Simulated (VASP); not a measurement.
# H2CO in VASP: notebook, part 2 of 2

VASP 6.6.1. The steps go on from the part before.

## (3) Single point, PBE+D3(BJ)

The input, INCAR:

```
SYSTEM = H2CO
  PREC = Accurate
  ENCUT = 520
  EDIFF = 1E-7
  ISMEAR = -1
  SIGMA = 0.02
  LREAL = Auto
  LASPH = .True.
  NELM = 80
  ALGO = Normal
  ISIF = 2
  LWAVE = .False.
  LCHARG = .True.
  GGA = PE
  IVDW = 12
  LELF = .True.
  LVHAR = .True.
  NBANDS = 70
```

The input, KPOINTS:

```
Automatic mesh
0
Gamma
  1 1 1
  0 0 0
```

The input, POSCAR:

```
H2CO
1.0
    7.6012920000      0.0000000000      0.0000000000
    0.0000000000      7.6012920000      0.0000000000
    0.0000000000      0.0000000000      7.6012920000
O C H
8 8 16
Direct
    0.9983697508      1.0337716272      1.0123805269
    0.0170497331      0.4515679703      0.3572813674
    0.7074586794      0.2951208821      0.6289588665
    0.5221875439      0.5900838963      0.1176378963
    0.1956377942      1.0903278022      0.6243806974
    0.5459203514      0.0050649284      1.0908540285
    0.2050440899      0.6634924694      0.6504683677
    0.7014991662      0.8029819141      0.6027922622
    0.9601394079      0.9632967659      0.8726016577
    0.0048412822      0.3486380999      0.2292768124
    0.6282484609      0.2745191212      0.4910612564
    0.5552477132      0.6336422808     -0.0330864806
    0.2575483220      0.9847536445      0.5213982044
    0.5266078451      0.1412259916      1.0140512955
    0.2558380865      0.5482620586      0.5545899302
    0.7857216905      0.8187950154      0.4679336092
    0.8924140791      1.0299170194      0.7693034289
    0.9777679900      0.8169006006      0.8667605454
   -0.0819860624      0.3700160446      0.1138885337
    0.0848408402      0.2225411154      0.2188575311
    0.5659169520      0.3753703976      0.4117984153
    0.6149744017      0.1405550530      0.4343340579
    0.6695177609      0.7177858711     -0.0640680558
    0.4837335548      0.5759678749     -0.1458436276
    0.1897177480      0.9302102853      0.3992084504
    0.3978534176      0.9403006752      0.5185171152
    0.4970470809      0.2637446371      1.0852497181
    0.5116893286      0.1470934152      0.8702467949
    0.3103551344      0.5627859053      0.4115616135
    0.2372359857      0.4053784541      0.5754416486
    0.7702243250      0.7313625105      0.3526242644
    0.8836787220      0.9378537228      0.4488447490
```

Potentials or basis: VASP PAW PBE potentials, release 64 (O, C, H).

On the command line:

```bash
> cat potpaw_PBE.64/O/POTCAR potpaw_PBE.64/C/POTCAR potpaw_PBE.64/H/POTCAR > POTCAR
> mpirun -np 1 vasp_gam > vasp.out
```

OUTCAR:

```text
SYSTEM = H2CO
   PREC = Accurate
   ENCUT = 520
   EDIFF = 1E-7
   ISMEAR = -1
   LREAL = Auto
   LASPH = .True.
   NELM = 80
   ISIF = 2
   GGA = PE
   IVDW = 12
 IVDW          = 12

 ion  position               nearest neighbor table
   1  0.998  0.034  0.012-   9 1.22
   2  0.017  0.452  0.357-  10 1.25
   3  0.707  0.295  0.629-  11 1.22
   4  0.522  0.590  0.118-  12 1.22
   5  0.196  0.090  0.624-  13 1.22
   6  0.546  0.005  0.091-  14 1.20
   7  0.205  0.663  0.650-  15 1.20
   8  0.701  0.803  0.603-  16 1.21
   9  0.960  0.963  0.873-  17 1.07  18 1.12   1 1.22
  10  0.005  0.349  0.229-  19 1.11  20 1.14   2 1.25
  11  0.628  0.275  0.491-  21 1.08  22 1.11   3 1.22
  12  0.555  0.634  0.967-  23 1.10  24 1.11   4 1.22
  13  0.258  0.985  0.521-  26 1.12  25 1.14   5 1.22
  14  0.527  0.141  0.014-  28 1.10  27 1.10   6 1.20
  15  0.256  0.548  0.555-  30 1.11  29 1.17   7 1.20
  16  0.786  0.819  0.468-  31 1.11  32 1.18   8 1.21
  17  0.892  0.030  0.769-   9 1.07
  18  0.978  0.817  0.867-   9 1.12
  19  0.918  0.370  0.114-  10 1.11
  20  0.085  0.223  0.219-  10 1.14
  21  0.566  0.375  0.412-  11 1.08
  22  0.615  0.141  0.434-  11 1.11
[... 8 lines left out ...]
  31  0.770  0.731  0.353-  16 1.11
  32  0.884  0.938  0.449-  16 1.18

  LATTYP: Found a simple cubic cell.
 ALAT       =     7.6012920000

  Lattice vectors:

 A1 = (   7.6012920000,   0.0000000000,   0.0000000000)
 A2 = (   0.0000000000,   7.6012920000,   0.0000000000)
 A3 = (   0.0000000000,   0.0000000000,   7.6012920000)

Analysis of symmetry for initial positions (statically):
=====================================================================
 Subroutine PRICEL returns:
 Original cell was already a primitive cell.

 Routine SETGRP: Setting up the symmetry group for a
 simple cubic supercell.

 Subroutine GETGRP returns: Found  1 space group operations
 (whereof  1 operations were pure point group operations)
 out of a pool of 48 trial point group operations.

The static configuration has the point symmetry C_1 .

Analysis of symmetry for dynamics (positions and initial velocities):
=====================================================================
 Subroutine PRICEL returns:
 Original cell was already a primitive cell.

 Routine SETGRP: Setting up the symmetry group for a
 simple cubic supercell.

 Subroutine GETGRP returns: Found  1 space group operations
 (whereof  1 operations were pure point group operations)
 out of a pool of 48 trial point group operations.

The dynamic configuration has the point symmetry C_1 .

 Subroutine INISYM returns: Found  1 space group operations
 (whereof  1 operations are pure point group operations),
 and found     1 'primitive' translations

----------------------------------------------------------------------------------------

                                     Primitive cell

  volume of cell :     439.1999

  direct lattice vectors                    reciprocal lattice vectors
     7.601292000  0.000000000  0.000000000     0.131556583  0.000000000  0.000000000
[... 92 lines left out ...]

  Shift w.r.t. Gamma in fractional coordinates (k-lattice)
     0.000000000  0.000000000  0.000000000

 Subroutine IBZKPT returns following result:
 ===========================================

 Found      1 irreducible k-points:

 Following reciprocal coordinates:
            Coordinates               Weight
  0.000000  0.000000  0.000000      1.000000
   k-points           NKPTS =      1   k-points in BZ     NKDIM =      1   number of bands    NBANDS=     70
   number of dos      NEDOS =    301   number of ions     NIONS =     32
   total plane-waves  NPLWV = 216000
   dimension x,y,z NGX =    60 NGY =   60 NGZ =   60
   dimension x,y,z NGXF=   120 NGYF=  120 NGZF=  120
   ions per type =               8   8  16
   NGX,Y,Z   is equivalent  to a cutoff of  13.12, 13.12, 13.12 a.u.
   NGXF,Y,Z  is equivalent  to a cutoff of  26.24, 26.24, 26.24 a.u.
 SYSTEM =  H2CO
   PREC   = accura    normal or accurate (medium, high low for compatibility)
   ISTART =      0    job   : 0-new  1-cont  2-samecut
   ICHARG =      2    charge: 1-file 2-atom 10-const
   ISPIN  =      1    spin polarized calculation?
   LNONCOLLINEAR =      F non collinear calculations
   LSORBIT =      F    spin-orbit coupling
   LASPH  =      T    aspherical Exc in radial PAW
   ENCUT  =  520.0 eV  38.22 Ry    6.18 a.u.  14.13 14.13 14.13*2*pi/ulx,y,z
   NELM   =     80;   NELMIN=  2; NELMDL= -5     # of ELM steps
   EDIFF  = 0.1E-06   stopping-criterion for ELM
   LREAL  =      T    real-space projection
   EDIFFG = 0.1E-05   stopping-criterion for IOM
   NSW    =      0    number of steps for IOM
   IBRION =     -1    ionic relax: 0-MD 1-quasi-New 2-CG
   NFREE  =      0    steps in history (QN), initial steepest desc. (CG)
   ISIF   =      2    stress and relaxation
   ISYM   =      2    0-nonsym 1-usesym 2-fastsym
   POTIM  = 0.5000    time-step for ionic-motion
   TEBEG  =    0.0;   TEEND  =   0.0 temperature during run
   PSTRESS=    0.0 pullay stress
   NELECT =      96.0000    total number of electrons
   NUPDOWN=      -1.0000    fix difference up-down
   EMIN   =  10.00;   EMAX   =-10.00  energy-range for DOS
   EFERMI =   0.00;   METHOD = LEGACY
   ISMEAR =    -1;   SIGMA  =   0.02  broadening in eV -4-tet -1-fermi 0-gaus
   EFERMI_NEDOS =   21; number of points for ismear=-14 and -15
   IALGO  =     38    algorithm
   IMIX   =      4    mixing-type and parameters
     AMIX     =   0.40;   BMIX     =  1.00
     AMIX_MAG =   1.60;   BMIX_MAG =  1.00
  volume/ion in A,a.u.               =      13.72        92.62
  Fermi-wavevector in a.u.,A,eV,Ry     =   0.986153  1.863560 13.231647  0.972499
  Thomas-Fermi vector in A             =   2.117513
   LORBIT       =      0    0 simple, 1 ext, 2 COOP (PROOUT), +10 PAW based schemes
   GGA     = PE    functional components
   LHFCALC =     F    Hartree Fock is set to
   AEXX    =    0.0000 exact exchange contribution
   IVDW    =    12    specifies the selected vdW correction
   LEPSILON=     F    determine dielectric tensor
   LRPA    =     F    only Hartree local field effects (RPA)
 non-spin polarized calculation
  energy-cutoff  :      520.00
  volume of cell :      439.20
 maximum number of plane-waves:      5877
 NGX is ok and might be reduce to    60
   NGX = 29   NGY = 29   NGZ = 29

 number of electron      95.9999996 magnetization

 Free energy of the ion-electron system (eV)
  ---------------------------------------------------
  ext. energy  EPLUGINS =         0.00000000
  ---------------------------------------------------
  free energy    TOTEN  =      -177.59440812 eV

  energy without entropy =     -177.59440812  energy(sigma->0) =     -177.59440812

 E-fermi :  -2.1249     XC(G=0):  -6.4507

 val. band max:       -2.6496250790   @ k =   0.0000   0.0000   0.0000
 cond. band min:      -0.1942947699   @ k =   0.0000   0.0000   0.0000
 fundamental gap:      2.4553303091
 Fermi energy:        -2.1248582778

 k-point     1 :       0.0000    0.0000    0.0000
  band No.  band energies     occupation
      1     -23.8172      2.00000
      2     -23.7045      2.00000
      3     -23.5903      2.00000
      4     -23.5209      2.00000
      5     -23.3844      2.00000
      6     -23.3298      2.00000
[... 52 lines left out ...]
     59       4.1098      0.00000
     60       4.1935      0.00000
 [bands above 60 left out]

------------------------ aborting loop because EDIFF is reached ----------------------------------------

 Edisp (eV)   -1.29801

 E8    (eV) :    -0.2986

  FORCE on cell =-STRESS in cart. coord.  units (eV):
  Direction    XX          YY          ZZ          XY          YZ          ZX
  --------------------------------------------------------------------------------------
  -------------------------------------------------------------------------------------
  Total      -0.45809     0.60063    -1.62182    -1.30572    -2.32772     0.87637
  in kB      -1.67108     2.19106    -5.91632    -4.76319    -8.49140     3.19697
  external pressure =       -1.80 kB  Pullay stress =        0.00 kB

 VOLUME and BASIS-vectors are now :
 -----------------------------------------------------------------------------
  energy-cutoff  :      520.00
  volume of cell :      439.20
      direct lattice vectors                 reciprocal lattice vectors
     7.601292000  0.000000000  0.000000000     0.131556583  0.000000000  0.000000000
     0.000000000  7.601292000  0.000000000     0.000000000  0.131556583  0.000000000
     0.000000000  0.000000000  7.601292000     0.000000000  0.000000000  0.131556583

 POSITION                                       TOTAL-FORCE (eV/Angst)
 -----------------------------------------------------------------------------------
      7.58890      0.25671      0.09411         0.114412      0.385550     -0.188177
      0.12960      3.43250      2.71580        -0.595348     -1.274910     -2.153044
      5.37760      2.24330      4.78090        -0.265195      0.422015     -0.091193
      3.96930      4.48540      0.89420        -0.203607     -0.095973      0.404278
      1.48710      0.68661      4.74610        -0.078914      0.239737      0.145829
      4.14970      0.03850      0.69061         0.583001     -1.671617      1.034111
[... 24 lines left out ...]
      5.85470      5.55930      2.68040        -0.016313     -0.185024     -0.002329
      6.71710      7.12890      3.41180        -0.782062     -1.196687      0.216676
 -----------------------------------------------------------------------------------
    total drift:                               -0.010325     -0.008866     -0.009601

  FREE ENERGIE OF THE ION-ELECTRON SYSTEM (eV)
  ---------------------------------------------------
  free  energy   TOTEN  =      -178.8924147807 eV

  energy  without entropy=     -178.8924147807  energy(sigma->0) =     -178.89241478
```

Run time: 68 s. Hardware: 1 thread of Intel Xeon Platinum 8488C (Sapphire Rapids), shared host; peak memory 0.47 GiB.

What came out:

| Item | Value |
| --- | --- |
| Free energy | -178.8924 eV |
| Pressure | -0.2 GPa |
| Largest force | 3.001 eV/Å |
| Band gap on the k mesh | 2.46 eV |
| Dispersion energy per atom | -0.041 eV |

Forces on the atoms (eV/Å):
```
O    0.114  0.386 -0.188
O   -0.595 -1.275 -2.153
O   -0.265  0.422 -0.091
O   -0.204 -0.096  0.404
O   -0.079  0.240  0.146
O    0.583 -1.672  1.034
O    0.009  1.003  0.583
O   -0.066 -0.162  0.082
C    0.101 -1.418  1.897
C    0.962  0.417  1.606
C    0.465 -1.249  0.399
C    0.550 -0.437 -0.051
C    0.598 -0.861 -1.463
C   -1.211  1.035 -0.747
C    0.223 -1.337 -2.677
C    0.783  1.420 -0.399
H   -0.374  0.697 -1.070
H    0.100  0.287 -0.607
H   -0.195  0.248  0.154
H   -0.361  0.777  0.224
H   -0.216  1.070 -0.188
H   -0.009 -0.171 -0.106
H   -0.044  0.234 -0.112
H   -0.220  0.189 -0.163
H   -0.297  0.351  0.690
H   -0.076  0.171  0.564
H    0.257  0.624  0.235
H    0.310  0.045 -0.449
H   -0.107  0.708  1.289
H    0.061 -0.263  0.939
H   -0.016 -0.185 -0.002
H   -0.782 -1.197  0.217
```

Levels at points of the mesh, in eV from the valence-band top:
```csv
k point,band 46,band 47,band 48,band 49,band 50,band 51
"(0.00, 0.00, 0.00)",-0.32,-0.16,0.00,2.46,3.01,3.14
```

Caveat: the k points lie up to 0.83 Å⁻¹ apart.
